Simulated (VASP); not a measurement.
# Mo (Im-3m) in VASP: single point with LDA

Aim: the single point of Mo with LDA.

Program: VASP 6.6.1. These are calculated values, not measurements. Logs are shortened: lines on timing, memory, paths and dates and some standing lists are left out, and cuts for length are marked.

### Step 1. The cell of the first run

Symmetry: Im-3m, No. 229, cubic system. The conventional cell has a = 3.111 Å, b = 3.111 Å, c = 3.111 Å, α = 90.00°, β = 90.00°, γ = 90.00°. Within 3.6 Å of Mo (site symmetry m-3m) lie 14 Mo at 2.69 to 3.11 Å.

### Step 2. Single point, LDA

Contents of INCAR:

```
SYSTEM = Mo
PREC     = Accurate       ! precision mode
ENCUT    = 520            ! plane-wave cutoff, eV
EDIFF    = 1E-6           ! SCF threshold, eV
ISMEAR   = 0              ! smearing method
SIGMA    = 0.15           ! smearing width, eV
LREAL    = .False.        ! projectors in reciprocal space
LASPH    = .True.         ! aspherical terms in the spheres
NELM     = 60             ! most SCF steps
ALGO     = Normal         ! electronic algorithm
ISIF     = 2              ! what is computed and relaxed
LWAVE    = .False.        ! write WAVECAR
LCHARG   = .False.        ! write CHGCAR
NBANDS   = 13             ! bands
```

Contents of KPOINTS:

```
Automatic mesh
0
Gamma
  16 16 16
  0 0 0
```

Contents of POSCAR:

```
Mo
1.0
   -1.5555908436      1.5555908436      1.5555908436
    1.5555908436     -1.5555908436      1.5555908436
    1.5555908436      1.5555908436     -1.5555908436
Mo
1
Direct
    0.0000000000      0.0000000000      0.0000000000
```

Potentials or basis: VASP PAW LDA potentials, release 64 (Mo_sv).

The run is started by

```sh
$ cat potpaw_LDA.64/Mo_sv/POTCAR > POTCAR
$ mpirun -np 1 vasp_std > vasp.out
```

OUTCAR:

```text
SYSTEM = Mo
   PREC = Accurate
   ENCUT = 520
   EDIFF = 1E-6
   ISMEAR = 0
   LREAL = .False.
   LASPH = .True.
   NELM = 60
   ISIF = 2

 ion  position               nearest neighbor table
   1  0.000  0.000  0.000-

  LATTYP: Found a body centered cubic cell.
 ALAT       =     3.1111816872

  Lattice vectors:

 A1 = (  -1.5555908436,   1.5555908436,   1.5555908436)
 A2 = (   1.5555908436,  -1.5555908436,   1.5555908436)
 A3 = (   1.5555908436,   1.5555908436,  -1.5555908436)

Analysis of symmetry for initial positions (statically):
=====================================================================
 Subroutine PRICEL returns:
 Original cell was already a primitive cell.

 Routine SETGRP: Setting up the symmetry group for a
 body centered cubic supercell.

 Subroutine GETGRP returns: Found 48 space group operations
 (whereof 48 operations were pure point group operations)
 out of a pool of 48 trial point group operations.

The static configuration has the point symmetry O_h .

Analysis of symmetry for dynamics (positions and initial velocities):
=====================================================================
 Subroutine PRICEL returns:
 Original cell was already a primitive cell.

 Routine SETGRP: Setting up the symmetry group for a
 body centered cubic supercell.

 Subroutine GETGRP returns: Found 48 space group operations
 (whereof 48 operations were pure point group operations)
 out of a pool of 48 trial point group operations.

The dynamic configuration has the point symmetry O_h .

 Subroutine INISYM returns: Found 48 space group operations
 (whereof 48 operations are pure point group operations),
 and found     1 'primitive' translations

----------------------------------------------------------------------------------------

                                     Primitive cell

  volume of cell :      15.0573

  direct lattice vectors                    reciprocal lattice vectors
    -1.555590844  1.555590844  1.555590844     0.000000000  0.321421280  0.321421280
     1.555590844 -1.555590844  1.555590844     0.321421280  0.000000000  0.321421280
     1.555590844  1.555590844 -1.555590844     0.321421280  0.321421280  0.000000000

  length of vectors
     2.694362377  2.694362377  2.694362377     0.454558333  0.454558333  0.454558333

  position of ions in fractional coordinates (direct lattice)
     0.000000000  0.000000000  0.000000000

  ion indices of the primitive-cell ions
   primitive index   ion index
                 1           1

----------------------------------------------------------------------------------------

 KPOINTS: Automatic mesh

Automatic generation of k-mesh.
 Grid dimensions read from file:
 generate k-points for:   16   16   16

 Generating k-lattice:

  Cartesian coordinates                     Fractional coordinates (reciprocal lattice)
     0.000000000  0.020088830  0.020088830     0.062500000  0.000000000  0.000000000
     0.020088830  0.000000000  0.020088830     0.000000000  0.062500000  0.000000000
     0.020088830  0.020088830  0.000000000     0.000000000  0.000000000  0.062500000

  Length of vectors
     0.028409896  0.028409896  0.028409896

  Shift w.r.t. Gamma in fractional coordinates (k-lattice)
     0.000000000  0.000000000  0.000000000

 Subroutine IBZKPT returns following result:
 ===========================================

 Found    145 irreducible k-points:

 Following reciprocal coordinates:
            Coordinates               Weight
  0.000000  0.000000  0.000000      1.000000
  0.062500  0.000000  0.000000     12.000000
  0.125000  0.000000  0.000000     12.000000
  0.187500  0.000000  0.000000     12.000000
  0.250000  0.000000  0.000000     12.000000
  0.312500  0.000000  0.000000     12.000000
[... 16 lines left out ...]
  0.187500  0.187500  0.000000     24.000000
  0.250000  0.187500 -0.000000     48.000000
 [... further k-points ...]
   k-points           NKPTS =    145   k-points in BZ     NKDIM =    145   number of bands    NBANDS=     13
   number of dos      NEDOS =    301   number of ions     NIONS =      1
   total plane-waves  NPLWV =   8000
   dimension x,y,z NGX =    20 NGY =   20 NGZ =   20
   dimension x,y,z NGXF=    40 NGYF=   40 NGZF=   40
   ions per type =               1
   NGX,Y,Z   is equivalent  to a cutoff of  12.34, 12.34, 12.34 a.u.
   NGXF,Y,Z  is equivalent  to a cutoff of  24.68, 24.68, 24.68 a.u.
 SYSTEM =  Mo
   PREC   = accura    normal or accurate (medium, high low for compatibility)
   ISTART =      0    job   : 0-new  1-cont  2-samecut
   ICHARG =      2    charge: 1-file 2-atom 10-const
   ISPIN  =      1    spin polarized calculation?
   LNONCOLLINEAR =      F non collinear calculations
   LSORBIT =      F    spin-orbit coupling
   LASPH  =      T    aspherical Exc in radial PAW
   ENCUT  =  520.0 eV  38.22 Ry    6.18 a.u.   5.01  5.01  5.01*2*pi/ulx,y,z
   NELM   =     60;   NELMIN=  2; NELMDL= -5     # of ELM steps
   EDIFF  = 0.1E-05   stopping-criterion for ELM
   LREAL  =      F    real-space projection
   EDIFFG = 0.1E-04   stopping-criterion for IOM
   NSW    =      0    number of steps for IOM
   IBRION =     -1    ionic relax: 0-MD 1-quasi-New 2-CG
   NFREE  =      0    steps in history (QN), initial steepest desc. (CG)
   ISIF   =      2    stress and relaxation
   ISYM   =      2    0-nonsym 1-usesym 2-fastsym
   POTIM  = 0.5000    time-step for ionic-motion
   TEBEG  =    0.0;   TEEND  =   0.0 temperature during run
   PSTRESS=    0.0 pullay stress
   NELECT =      14.0000    total number of electrons
   NUPDOWN=      -1.0000    fix difference up-down
   EMIN   =  10.00;   EMAX   =-10.00  energy-range for DOS
   EFERMI =   0.00;   METHOD = LEGACY
   ISMEAR =     0;   SIGMA  =   0.15  broadening in eV -4-tet -1-fermi 0-gaus
   EFERMI_NEDOS =   21; number of points for ismear=-14 and -15
   IALGO  =     38    algorithm
   IMIX   =      4    mixing-type and parameters
     AMIX     =   0.40;   BMIX     =  1.00
     AMIX_MAG =   1.60;   BMIX_MAG =  1.00
  volume/ion in A,a.u.               =      15.06       101.61
  Fermi-wavevector in a.u.,A,eV,Ry     =   1.597848  3.019495 34.737283  2.553118
  Thomas-Fermi vector in A             =   2.695390
   LORBIT       =      0    0 simple, 1 ext, 2 COOP (PROOUT), +10 PAW based schemes
   GGA     = CA    functional components
   LHFCALC =     F    Hartree Fock is set to
   AEXX    =    0.0000 exact exchange contribution
   IVDW    =     0    specifies the selected vdW correction
   LEPSILON=     F    determine dielectric tensor
   LRPA    =     F    only Hartree local field effects (RPA)
 non-spin polarized calculation
 Gauss-broadening in eV      SIGMA  =   0.15
  energy-cutoff  :      520.00
  volume of cell :       15.06
 maximum number of plane-waves:       420
   NGX =  9   NGY =  9   NGZ =  9

 number of electron      13.9999996 magnetization

 Free energy of the ion-electron system (eV)
  ---------------------------------------------------
  ext. energy  EPLUGINS =         0.00000000
  ---------------------------------------------------
  free energy    TOTEN  =       -12.13847056 eV

  energy without entropy =      -12.13276878  energy(sigma->0) =      -12.13561967

 E-fermi :  13.0960     XC(G=0): -13.8127

 val. band max:       13.0931955716   @ k =  -0.1250   0.1250   0.1250
 cond. band min:      13.1271321997   @ k =   0.1875   0.0000   0.0000
 fundamental gap:      0.0339366281
 Fermi energy:        13.0959797496

 k-point     1 :       0.0000    0.0000    0.0000
  band No.  band energies     occupation
      1     -47.8559      2.00000
      2     -21.2036      2.00000
      3     -21.2036      2.00000
      4     -21.2036      2.00000
      5       5.7361      2.00000
      6      11.6376      2.00000
      7      11.6376      2.00000
      8      11.6376      2.00000
      9      14.7791      0.00000
     10      14.7791      0.00000
     11      27.9584      0.00000
     12      27.9584      0.00000
     13      27.9584      0.00000

 k-point     2 :       0.0625    0.0000    0.0000
  band No.  band energies     occupation
      1     -47.8443      2.00000
      2     -21.2692      2.00000
      3     -21.2237      2.00000
      4     -21.2042      2.00000
      5       5.9174      2.00000
      6      11.5337      2.00000
      7      11.6206      2.00000
      8      11.8091      2.00000
      9      14.6240      0.00000
     10      14.7813      0.00000
     11      28.0986      0.00000
     12      28.2643      0.00000
     13      28.3362      0.00000

 k-point     3 :       0.1250    0.0000    0.0000
  band No.  band energies     occupation
      1     -47.8108      2.00000
      2     -21.4538      2.00000
      3     -21.2804      2.00000
      4     -21.2058      2.00000
      5       6.4244      2.00000
      6      11.2512      2.00000
      7      11.5426      2.00000
      8      12.3148      2.00000
      9      14.3153      0.00000
     10      14.7970      0.00000
     11      28.4155      0.00000
     12      29.1493      0.00000
     13      29.2372      0.00000
[... 305 lines left out ...]
 k-point    23 :       0.1875    0.1875    0.0000
  band No.  band energies     occupation
      1     -47.6256      2.00000
      2     -22.2989      2.00000
      3     -21.5902      2.00000
      4     -21.3217      2.00000
      5       8.6588      2.00000
      6      10.2527      2.00000
      7      10.8131      2.00000
      8      13.9505      0.00000
      9      15.4647      0.00000
     10      16.4500      0.00000
     11      27.7900      0.00000
     12      29.0843      0.00000
     13      32.2401      0.00000

 k-point    24 :       0.2500    0.1875   -0.0000
  band No.  band energies     occupation
      1     -47.5776      2.00000
      2     -22.4590      2.00000
      3     -21.7240      2.00000
      4     -21.3432      2.00000
      5       8.7558      2.00000
      6      10.0147      2.00000
      7      11.2597      2.00000
      8      14.1957      0.00000
      9      15.6099      0.00000
     10      17.9892      0.00000
     11      26.6609      0.00000
     12      28.2263      0.00000
     13      31.1342      0.00000

 [... further k-points ...]
[... 5 lines left out ...]
  --------------------------------------------------------------------------------------
  -------------------------------------------------------------------------------------
  Total        0.1003898      0.1003898      0.1003898      0.0000000      0.0000000     -0.0000000
  in kB       10.6820393     10.6820393     10.6820393      0.0000000      0.0000000     -0.0000000
  external PRESSURE =      10.6820393 kB  Pullay stress =       0.0000000 kB

 VOLUME and BASIS-vectors are now :
 -----------------------------------------------------------------------------
  energy-cutoff  :      520.00
  volume of cell :       15.06
      direct lattice vectors                 reciprocal lattice vectors
    -1.555590844  1.555590844  1.555590844     0.000000000  0.321421280  0.321421280
     1.555590844 -1.555590844  1.555590844     0.321421280  0.000000000  0.321421280
     1.555590844  1.555590844 -1.555590844     0.321421280  0.321421280  0.000000000

 POSITION                                       TOTAL-FORCE (eV/Angst)
 -----------------------------------------------------------------------------------
      0.00000      0.00000      0.00000        -0.000000     -0.000000      0.000000
 -----------------------------------------------------------------------------------
    total drift:                                0.000000     -0.000000      0.000000

  FREE ENERGIE OF THE ION-ELECTRON SYSTEM (eV)
  ---------------------------------------------------
  free  energy   TOTEN  =       -12.1384705602 eV

  energy  without entropy=      -12.1327687802  energy(sigma->0) =      -12.13561967
```

Wall time 11 s (1 thread of Intel Xeon 6975P-C (Granite Rapids), shared host); peak memory 0.13 GiB.

What came out:

```yaml
Free_energy: -12.1385 eV
Pressure: 1.1 GPa
Band_gap_on_the_k_mesh: zero (band 7 reaches 17.32 eV, above the bottom of band 8 at 11.64 eV)
```
